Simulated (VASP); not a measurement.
# ZrTa2N4 (Pm) in VASP: notebook, part 2 of 2

VASP 6.6.1.

## Step 4: Relaxation of cell and atoms, PBE

This run uses another cell than the first one, of 12.87 Å³/atom, 1.026 times its volume.

INCAR

```
ALGO = Normal
EDIFF = 1E-6
EDIFFG = -0.08
ENCUT = 600
GGA = PE
IBRION = 2
ISIF = 3
ISMEAR = 0
LASPH = T
LCHARG = F
LREAL = F
LWAVE = F
NELM = 60
NSW = 36
PREC = Accurate
SIGMA = 0.15
```

KPOINTS

```
k-points
0
Gamma
  3 4 2
```

POSCAR

```
ZrTa2N4
1.0
    4.8877377000      0.0000000000      0.0000000000
    0.0000000000      2.8470747500      0.0000000000
   -1.3888289000      0.0000000000      6.4732007800
Zr Ta N
1 2 4
Direct
    0.6557750100      0.5000000000      0.5085520100
    0.0292870000      0.0000000000      0.0022540000
    0.4744589900      0.5000000000      0.9982630000
    0.3922649900      0.0000000000      0.1904970000
    0.8820459800      0.5000000000      0.1646970100
    0.6226530100      0.0000000000      0.8361120200
    0.1135150000      0.5000000000      0.8096259800
```

Potentials or basis: VASP PAW PBE potentials, release 64 (Zr_sv, Ta_pv, N).

The run is started by

```
$ cat potpaw_PBE.64/Zr_sv/POTCAR potpaw_PBE.64/Ta_pv/POTCAR potpaw_PBE.64/N/POTCAR > POTCAR
$ mpirun -np 1 vasp_std > vasp.out
```

OUTCAR:

```text
EDIFF = 1E-6
   EDIFFG = -0.08
   ENCUT = 600
   GGA = PE
   IBRION = 2
   ISIF = 3
   ISMEAR = 0
   LASPH = T
   LREAL = F
   NELM = 60
   NSW = 36
   PREC = Accurate

 ion  position               nearest neighbor table
   1  0.656  0.500  0.509-   6 2.63   6 2.63   4 2.64   4 2.64   7 2.67   5 2.73   3 3.31   3 3.54
                             2 3.68   2 3.68
   2  0.029  0.000  0.002-   4 1.94   5 2.01   5 2.01   7 2.01   7 2.01   6 2.06   3 2.60   3 2.60
                             3 3.06   3 3.06   1 3.68   1 3.68
   3  0.474  0.500  0.998-   7 1.94   4 2.01   4 2.01   6 2.01   6 2.01   5 2.06   2 2.60   2 2.60
                             2 3.06   2 3.06   1 3.31   1 3.54
   4  0.392  0.000  0.190-   2 1.94   3 2.01   3 2.01   1 2.64   1 2.64
   5  0.882  0.500  0.165-   2 2.01   2 2.01   3 2.06   1 2.73
   6  0.623  0.000  0.836-   3 2.01   3 2.01   2 2.06   1 2.63   1 2.63
   7  0.114  0.500  0.810-   3 1.94   2 2.01   2 2.01   1 2.67

  LATTYP: Found a simple monoclinic cell.
 ALAT       =     4.8877377000
 B/A-ratio  =     0.5824933588
 C/A-ratio  =     1.3545145059
 COS(beta)  =    -0.2097766730

  Lattice vectors:

 A1 = (   4.8877377000,   0.0000000000,   0.0000000000)
 A2 = (   0.0000000000,   2.8470747500,   0.0000000000)
 A3 = (  -1.3888289000,   0.0000000000,   6.4732007800)

Analysis of symmetry for initial positions (statically):
=====================================================================
 Subroutine PRICEL returns:
 Original cell was already a primitive cell.

 Routine SETGRP: Setting up the symmetry group for a
[... 209 lines left out ...]

 E-fermi :   3.1057     XC(G=0):  -9.6219

 val. band max:        3.0857704859   @ k =   0.3333   0.2500  -0.0000
 cond. band min:       3.1285599877   @ k =   0.0000   0.5000   0.5000
 fundamental gap:      0.0427895018
 Fermi energy:         3.1057481103

 k-point     1 :       0.0000    0.0000    0.0000
  band No.  band energies     occupation
      1     -47.5291      2.00000
      2     -32.9482      2.00000
      3     -32.7531      2.00000
      4     -32.7467      2.00000
      5     -32.5590      2.00000
      6     -32.5215      2.00000
[... 484 lines left out ...]
  FREE ENERGIE OF THE ION-ELECTRON SYSTEM (eV)
  ---------------------------------------------------
  free  energy   TOTEN  =       -69.8553240057 eV

  energy  without entropy=      -69.8104654807  energy(sigma->0) =      -69.83289474

[... ionic steps 4 to 21 ...]

--------------------------------------- Ionic step       22  -------------------------------------------

 number of electron      54.0000002 magnetization

------------------------ aborting loop because EDIFF is reached ----------------------------------------
[... 77 lines left out ...]
--------------------------------------- Ionic step       24  -------------------------------------------

 number of electron      54.0000002 magnetization

 Free energy of the ion-electron system (eV)
  ---------------------------------------------------
  ext. energy  EPLUGINS =         0.00000000
  ---------------------------------------------------
  free energy    TOTEN  =       -73.66356646 eV

  energy without entropy =      -73.64727808  energy(sigma->0) =      -73.65542227

 E-fermi :   7.2854     XC(G=0): -11.7169

 val. band max:        7.2605717950   @ k =   0.0000   0.0000   0.5000
 cond. band min:       7.4750382165   @ k =   0.3333   0.2500  -0.0000
 fundamental gap:      0.2144664215
 Fermi energy:         7.2853804178

 k-point     1 :       0.0000    0.0000    0.0000
  band No.  band energies     occupation
      1     -42.2054      2.00000
      2     -28.8080      2.00000
      3     -28.5489      2.00000
      4     -28.3868      2.00000
      5     -28.2515      2.00000
      6     -28.1837      2.00000
[... 443 lines left out ...]
  FREE ENERGIE OF THE ION-ELECTRON SYSTEM (eV)
  ---------------------------------------------------
  free  energy   TOTEN  =       -73.6635664626 eV

  energy  without entropy=      -73.6472780819  energy(sigma->0) =      -73.65542227

 reached required accuracy - stopping structural energy minimisation
```

OSZICAR:

```text
N       E                     dE             d eps       ncg     rms          rms(c)
DAV:   1     0.562151733449E+03    0.56215E+03   -0.32399E+04   768   0.190E+03
DAV:   2    -0.389070303638E+02   -0.60106E+03   -0.59190E+03   936   0.522E+02
DAV:   3    -0.813855739202E+02   -0.42479E+02   -0.42114E+02  1120   0.129E+02
DAV:   4    -0.827314862826E+02   -0.13459E+01   -0.13400E+01  1080   0.207E+01
[... 263 lines left out ...]
DAV:   3    -0.736637422133E+02    0.45827E-03   -0.30542E-03  1056   0.369E-01    0.960E-02
DAV:   4    -0.736635789511E+02    0.16326E-03   -0.50682E-04  1016   0.150E-01    0.462E-02
DAV:   5    -0.736635673871E+02    0.11564E-04   -0.94573E-05  1056   0.604E-02    0.279E-02
DAV:   6    -0.736635669272E+02    0.45991E-06   -0.16880E-05   984   0.255E-02    0.178E-02
DAV:   7    -0.736635664626E+02    0.46457E-06   -0.35994E-06   800   0.131E-02
  24 F= -.73663566E+02 E0= -.73655422E+02  d E =-.199031E-02
```

CONTCAR:

```text
ZrTa2N4
   1.00000000000000
     5.3367705465028745    0.0000000000000000   -0.2173880515111031
     0.0000000000000000    3.1042334408030920    0.0000000000000000
    -1.7488527579697530    0.0000000000000000    5.3789209898736017
  Zr              Ta              N
     1     2     4
Direct
     0.6838771036077324    0.5000000000000000    0.5146656495365918
     0.0175455534574403    0.0000000000000000    0.0503796902868437
     0.4741410237591995    0.5000000000000000    0.9534217650840888
     0.4376035018813617    0.0000000000000000    0.2197495668718300
     0.8899988239038955    0.5000000000000000    0.2180372839212492
     0.5941104357333447    0.0000000000000000    0.7571269251720958
     0.0727235376570264    0.5000000000000000    0.7966201391273054

  0.00000000E+00  0.00000000E+00  0.00000000E+00
  0.00000000E+00  0.00000000E+00  0.00000000E+00
  0.00000000E+00  0.00000000E+00  0.00000000E+00
  0.00000000E+00  0.00000000E+00  0.00000000E+00
  0.00000000E+00  0.00000000E+00  0.00000000E+00
  0.00000000E+00  0.00000000E+00  0.00000000E+00
  0.00000000E+00  0.00000000E+00  0.00000000E+00
```

Wall time 9.6 min (1 thread of AMD EPYC 9R45 (Zen 5), shared host); peak memory 0.22 GiB.

Results:

| Item | Value |
| --- | --- |
| Free energy | -73.6636 eV |
| Relaxed volume | 12.56 Å³/atom |
| Relaxed cell | a = 5.341 Å, b = 3.104 Å, c = 5.656 Å, α = 90.00°, β = 110.34°, γ = 90.00° |
| Space group after relaxing (to 0.05 Å) | Pm (No. 6) |
| Energy gained by relaxing | 1066.0 meV/atom |
| Ionic steps | 24 |
| Pressure after relaxing | -0.2 GPa |
| Largest force after relaxing | 0.079 eV/Å |
| Band gap on the k mesh | zero (band 27 reaches 8.22 eV, above the bottom of band 28 at 7.02 eV) |

Forces in eV/Å, atoms in the order of the input:
```
Zr   0.027  0.000 -0.044
Ta   0.007  0.000  0.006
Ta   0.004  0.000  0.025
N    0.012  0.000  0.000
N    0.060  0.000 -0.038
N   -0.051  0.000 -0.001
N   -0.059  0.000  0.053
```

Stress tensor (GPa, compression positive):
```
-0.29  0.00  0.05
 0.00 -0.21  0.00
 0.05  0.00 -0.17
```

Step by step:
```tsv
step	energy change (eV)	largest force (eV/Å)	pressure (GPa)	volume (Å³)
1	0.0000	8.7228	37.69	90.08
2	2.0735	3.6490	-32.81	132.88
3	-3.6535	3.9186	-12.89	105.28
4	-3.7176	3.5996	-10.22	103.86
5	-3.7339	3.3004	-7.89	102.74
6	-5.9327	1.9127	-12.28	98.52
7	-5.9959	2.2468	-11.86	97.77
8	-6.4543	2.3935	19.64	84.27
9	-6.6209	2.2513	7.01	88.46
10	-7.0564	2.3934	3.28	87.12
11	-7.0933	1.8945	3.55	87.41
12	-7.2862	0.9499	-6.12	89.87
13	-7.2976	0.9244	-4.51	89.39
14	-7.3788	0.7022	3.28	86.78
15	-7.3823	0.6637	1.91	87.20
16	-7.4301	0.2783	0.91	87.62
17	-7.4333	0.2656	0.65	87.77
18	-7.4489	0.2931	-1.40	88.45
19	-7.4492	0.2252	-1.16	88.36
20	-7.4558	0.2335	0.65	87.72
21	-7.4558	0.2343	0.67	87.71
22	-7.4597	0.1463	0.05	87.87
23	-7.4598	0.1645	-0.05	87.89
24	-7.4618	0.0791	-0.22	87.93
```

Final structure:
```yaml
crystal:
  lattice:
    - [5.33677, 0.00000, -0.21739]
    - [0.00000, 3.10423, 0.00000]
    - [-1.74885, 0.00000, 5.37892]
  atoms:
    - { symbol: Zr, position: [0.68388, 0.50000, 0.51467] }
    - { symbol: Ta, position: [0.01755, 0.00000, 0.05038] }
    - { symbol: Ta, position: [0.47414, 0.50000, 0.95342] }
    - { symbol: N, position: [0.43760, 0.00000, 0.21975] }
    - { symbol: N, position: [0.89000, 0.50000, 0.21804] }
    - { symbol: N, position: [0.59411, 0.00000, 0.75713] }
    - { symbol: N, position: [0.07272, 0.50000, 0.79662] }
```

Caveat: the k points lie up to 0.59 Å⁻¹ apart in the final cell; spin-orbit coupling is left out, which moves the levels of the heavy elements; the relaxation stopped at a loose force limit of 0.08 eV/Å, so its end isn't a converged minimum.

## Step 5: Summary

| task | cell | k mesh | cutoff (eV) | smearing | gap on the mesh (eV) | pressure (GPa) | largest force (eV/Å) |
| --- | --- | --- | --- | --- | --- | --- | --- |
| single point | a = 5.338, b = 3.104, c = 5.655 Å, angles 90.0, 110.4, 90.0°, 7 atoms | 3 × 4 × 2 | 520 | gaussian 0.15 eV | none | 0.4 | 0.07 |
| single point | a = 3.094, b = 5.332, c = 5.670 Å, angles 110.4, 90.0, 90.0°, 7 atoms | 8 × 4 × 4 | 520 | gaussian 0.2 eV | none | 0.5 | 0.07 |
| relaxation of cell and atoms | relaxed from a = 4.888, b = 2.847, c = 6.621 Å, angles 90.0, 102.1, 90.0°, 7 atoms | 3 × 4 × 2 | 600 | gaussian 0.15 eV | none | -0.2 | 0.08 |

Alike in all rows: level PBE; potentials or basis VASP PAW PBE potentials, release 64 (Zr_sv, Ta_pv, N); no spin polarisation.

Caveats: some runs use coarse meshes; spin-orbit coupling is left out, which moves the levels of the heavy elements; the relaxation stopped at a loose force limit of 0.08 eV/Å, so its end isn't a converged minimum (some runs).

Total energies depend on the potentials used, so only differences within one code and one set of settings carry meaning.
